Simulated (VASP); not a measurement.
**PtSe2: single point with r2SCAN+rVV10**

Crystal: PtSe2.

```
Pt Se
1.0
     3.79704    0.00000    0.00000
    -1.89852    3.28833    0.00000
     0.00000    0.00000    5.16128
Pt Se
1 2
Direct
  0.00000 0.00000 0.00000
  0.66667 0.33333 0.75000
  0.33333 0.66667 0.25000
```

```json
{
  "Program": "VASP 6.6.1",
  "Task": "single point",
  "Functional": "r2SCAN",
  "Dispersion": "rVV10",
  "Potentials or basis": "VASP PAW PBE potentials, release 64 (Pt, Se)",
  "Cutoff": "520 eV",
  "k mesh": "8 × 8 × 5",
  "Occupations": "fermi-dirac, width 0.05 eV",
  "Spin": "no spin polarisation",
  "Dipole correction": "no",
  "Further INCAR settings": "ALGO = Normal; EDIFF = 1e-06; NBANDS = 18"
}
```

```json
{
 "Pressure": "-3.4 GPa",
 "Largest force": "0.229 eV/Å",
 "Band gap on the k mesh": "zero (bands 11 and 12 overlap by 0.17 eV)"
}
```

Forces on the atoms (eV/Å):
```
Pt   0.000  0.000  0.000
Se   0.000  0.000  0.229
Se   0.000  0.000 -0.229
```

Stress tensor (GPa, compression positive):
```
-4.23  0.00  0.00
 0.00 -4.23  0.00
 0.00  0.00 -1.82
```

Levels at points of the mesh, in eV from the Fermi level:
```csv
k point,band 7,band 8,band 9,band 10,band 11,band 12,band 13,band 14,band 15,band 16
"(0.00, 0.00, 0.00)",-4.00,-2.65,-1.18,-1.18,0.29,1.37,1.37,4.05,4.23,7.63
"(0.50, 0.00, 0.00)",-3.63,-3.56,-3.53,-3.47,-3.03,0.65,2.18,4.80,6.21,7.36
```

It took 5.6 min on 1 thread of AMD EPYC 7R13, with other jobs on the host, peak memory 0.3 GiB.

Caveat: the cell stands under tension; the PAW data sets were made with another functional, which shifts forces and pressure a little; spin-orbit coupling is left out, which moves the levels of the heavy elements.
